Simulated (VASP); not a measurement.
Here is a VASP 6.6.1 calculation.

Contents of INCAR:

```
  PREC = Accurate
  ENCUT = 520
  EDIFF = 1E-6
  ISMEAR = -1
  SIGMA = 0.05
  LREAL = F
  LASPH = T
  NELM = 150
  ALGO = Normal
  ISIF = 2
  LWAVE = F
  LCHARG = T
  ISPIN = 2
  MAGMOM = 0 4
  LORBIT = 11
  LMAXMIX = 4
  GGA = PE
  LELF = T
  LVHAR = T
  NBANDS = 24
```

The input KPOINTS:

```
regular mesh
0
Gamma
  7 7 7
```

POSCAR

```
MnHg
1.0
    3.1564800000      0.0000000000      0.0000000000
    0.0000000000      3.1564800000      0.0000000000
    0.0000000000      0.0000000000      3.3130000000
Hg Mn
1 1
Direct
    0.0000000000      0.0000000000      0.0000000000
    0.5000000000      0.5000000000      0.5000000000
```

Potentials or basis: VASP PAW PBE potentials, release 64 (Hg, Mn_pv).

The run is started by

```sh
$ cat potpaw_PBE.64/Hg/POTCAR potpaw_PBE.64/Mn_pv/POTCAR > POTCAR
$ mpirun -np 1 vasp_std > vasp.out
```

Problem. What does it give for the pressure?

Solution. 11.0 GPa.

Problem. Predict the site moments.

Solution. Hg -0.06; Mn +3.63 μB.

Problem. Predict the net moment.

Solution. 3.70 μB per cell.

Stress tensor (GPa, compression positive):
```
11.60  0.00  0.00
 0.00 11.60  0.00
 0.00  0.00  9.66
```

Caveat: the cell stands under pressure.
